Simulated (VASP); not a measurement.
## Se: single point with PBE

The system is Se.

```
Se
1.0
     3.20136    0.00000    0.00000
    -1.60068    2.77246    0.00000
     0.00000    0.00000    5.42646
Se
3
Direct
  0.33334 0.00000 0.33333
  0.00000 0.33334 0.66667
  0.66666 0.66666 0.00000
```

```yaml
Program: VASP 6.6.1
Task: single point
Functional: PBE
Potentials_or_basis: VASP PAW PBE potentials, release 64 (Se)
Cutoff: 520 eV
k_mesh: 12 × 12 × 8
Occupations: gaussian, width 0.1 eV
Spin: no spin polarisation
```

| Item | Value |
| --- | --- |
| Pressure | 40.3 GPa |
| Band gap on the k mesh | zero (band 9 reaches 10.06 eV, above the bottom of band 10 at 7.09 eV) |

Stress tensor (GPa, compression positive):
```
40.25  0.00  0.00
 0.00 40.25  0.00
 0.00  0.00 40.45
```

Levels at points of the mesh, in eV from the Fermi level:
| k point | band 7 | band 8 | band 9 | band 10 | band 11 | band 12 |
| --- | --- | --- | --- | --- | --- | --- |
| (0.00, 0.00, 0.00) | -1.40 | -1.40 | -1.40 | 2.39 | 2.39 | 4.43 |
| (0.50, 0.00, 0.00) | -4.83 | -0.14 | -0.14 | 0.48 | 0.48 | 1.89 |
| (0.00, 0.00, 0.50) | 0.43 | 0.43 | 0.43 | 0.43 | 2.42 | 2.42 |
| (0.50, 0.00, 0.50) | -3.61 | -3.61 | -1.91 | -1.91 | 3.44 | 3.91 |

It took 46 s on 1 thread of Intel Xeon 6975P-C, on a shared host, peak memory 0.21 GiB.
